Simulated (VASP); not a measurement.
Write the native input for VASP 6.6.1 that does the following.

```yaml
Task: single point
Functional: LDA
Potentials_or_basis: VASP PAW LDA potentials, release 64 (Al, Ni)
Cutoff: 520 eV
k_mesh: 14 × 14 × 14
Occupations: gaussian, width 0.15 eV
Spin: collinear spin, ferromagnetic start
Starting_moments: "[0.0, 0.375, 0.375, 0.375] μB"
Fixed_moment: 1.125 μB
Dipole_correction: no
Further_INCAR_settings: ALGO = Normal; EDIFF = 1e-06; NBANDS = 28
```

The structure of AlNi3 lies in POSCAR:

```
AlNi3
1.0
    0.0000000000      2.7677403110      2.7677403110
    2.7677403110      0.0000000000      2.7677403110
    2.7677403110      2.7677403110      0.0000000000
Al Ni
1 3
Direct
    0.5000000000      0.5000000000      0.5000000000
    0.2500000000      0.2500000000      0.2500000000
    0.0000000000      0.0000000000      0.0000000000
    0.7500000000      0.7500000000      0.7500000000
```

One way to write it, as run:

INCAR

```
SYSTEM = AlNi3
ALGO = Normal
EDIFF = 1E-6
ENCUT = 520
GGA = CA
ISIF = 2
ISMEAR = 0
ISPIN = 2
LASPH = .True.
LCHARG = .False.
LMAXMIX = 4
LORBIT = 11
LREAL = .False.
LWAVE = .False.
MAGMOM = 0 0.375 0.375 0.375
NBANDS = 28
NELM = 150
NUPDOWN = 1.125
PREC = Accurate
SIGMA = 0.15
```

KPOINTS

```
k-points
0
Gamma
  14 14 14
  0 0 0
```

Potentials or basis: VASP PAW LDA potentials, release 64 (Al, Ni).

Run with:

```bash
$ cat potpaw_LDA.64/Al/POTCAR potpaw_LDA.64/Ni/POTCAR > POTCAR
$ mpirun -np 1 vasp_std > vasp.out
```

Results of the run:

```json
{
 "Pressure": "1.5 GPa",
 "Net moment": "1.13 μB per cell",
 "Site moments": "Al +0.01; Ni +0.32, +0.43 μB",
 "Valence electrons inside the program's atomic spheres": "Al 0.85; Ni 9.54, 9.48"
}
```

Caveat: the total moment is fixed, so each spin has its own Fermi level.

Wall time 4.3 min on 1 thread of Intel Xeon 6975P-C, on a shared host, peak memory 0.29 GiB.
